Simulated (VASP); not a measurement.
Here is a VASP 6.6.1 calculation.

INCAR

```
PREC = Accurate
ENCUT = 600
EDIFF = 1E-6
ISMEAR = 0
SIGMA = 0.1
LREAL = F
LASPH = T
NELM = 100
ALGO = Normal
ISIF = 3
LWAVE = F
LCHARG = F
GGA = PE
IBRION = 2
NSW = 90
EDIFFG = -0.04
```

File KPOINTS:

```
regular mesh
0
Gamma
  4 4 4
```

POSCAR

```
K3SBr
1.0
    5.4036991500      0.0000000000      0.0000000000
    0.0000000000      5.4036991500      0.0000000000
    0.0000000000      0.0000000000      5.4036991500
K S Br
3 1 1
Direct
    0.0000000000      0.5000000000      0.0000000000
    0.0000000000      0.0000000000      0.5000000000
    0.5000000000      0.0000000000      0.0000000000
    0.5000000000      0.5000000000      0.5000000000
    0.0000000000      0.0000000000      0.0000000000
```

Potentials or basis: VASP PAW PBE potentials, release 64 (K_sv, S, Br).

The run is started by

```console
$ cat potpaw_PBE.64/K_sv/POTCAR potpaw_PBE.64/S/POTCAR potpaw_PBE.64/Br/POTCAR > POTCAR
$ mpirun -np 1 vasp_std > vasp.out
```

(1) What does it give for the relaxed volume?

(2) What does it give for the space group after relaxing (to 0.05 Å)?

Results:

(1) 42.41 Å³/atom.

(2) Pm-3m (No. 221).

Caveat: the volume moved by over 15 % at a fixed basis, so the end points are rough.
